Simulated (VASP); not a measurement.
Wanted: the native input for a VASP 6.6.1 run.

```
Task                   : relaxation of cell and atoms
Functional             : PBEsol
Potentials or basis    : VASP PAW PBE potentials, release 64 (Zr_sv)
Cutoff                 : 600 eV
k mesh                 : 12 × 12 × 12
Occupations            : gaussian, width 0.1 eV
Spin                   : no spin polarisation
Dipole correction      : no
Further INCAR settings : ALGO = Fast; EDIFF = 1e-06; IBRION = 2; EDIFFG = -0.01; NSW = 80; ISIF = 3
```

The structure of Zr lies in POSCAR:

```
Zr
1.0
    0.0000000000      3.0697409188      3.0697409188
    3.0697409188      0.0000000000      3.0697409188
    3.0697409188      3.0697409188      0.0000000000
Zr
2
Direct
    0.0000000000      0.0000000000      0.0000000000
    0.2500000000      0.2500000000      0.2500000000
```

This isn't the form of Zr at room conditions, which is hcp.

One way to write it, as run:

INCAR

```
PREC     = Accurate       # precision mode
ENCUT    = 600            # plane-wave cutoff, eV
EDIFF    = 1E-6           # SCF threshold, eV
ISMEAR   = 0              # smearing method
SIGMA    = 0.1            # smearing width, eV
LREAL    = F              # projectors in reciprocal space
LASPH    = T              # aspherical terms in the spheres
NELM     = 80             # most SCF steps
ALGO     = Fast           # electronic algorithm
ISIF     = 3              # what is computed and relaxed
LWAVE    = F              # write WAVECAR
LCHARG   = F              # write CHGCAR
GGA      = PS             # functional
IBRION   = 2              # ionic algorithm
NSW      = 80             # ionic steps
EDIFFG   = -0.01          # ionic threshold
```

KPOINTS

```
regular mesh
0
Gamma
  12 12 12
```

Potentials or basis: VASP PAW PBE potentials, release 64 (Zr_sv).

Command:

```bash
$ cat potpaw_PBE.64/Zr_sv/POTCAR > POTCAR
$ mpirun -np 1 vasp_std > vasp.out
```

Results of the run:

* Relaxed volume: 29.01 Å³/atom
* Relaxed cell: a = 4.345 Å, b = 4.345 Å, c = 4.345 Å, α = 60.00°, β = 60.00°, γ = 60.00°
* Space group after relaxing (to 0.1 Å): Fd-3m (No. 227)
* Energy gained by relaxing: 0.0 meV/atom
* Ionic steps: 2
* Pressure after relaxing: 0.0 GPa
* Band gap on the k mesh: zero (bands 12 and 13 overlap by 0.25 eV)

Caveat: the PAW data sets were made with another functional, which shifts forces and pressure a little.

Wall time 3.6 min on 1 thread of Oxide Virtual Turin-like Processor (shared host), peak memory 0.22 GiB.
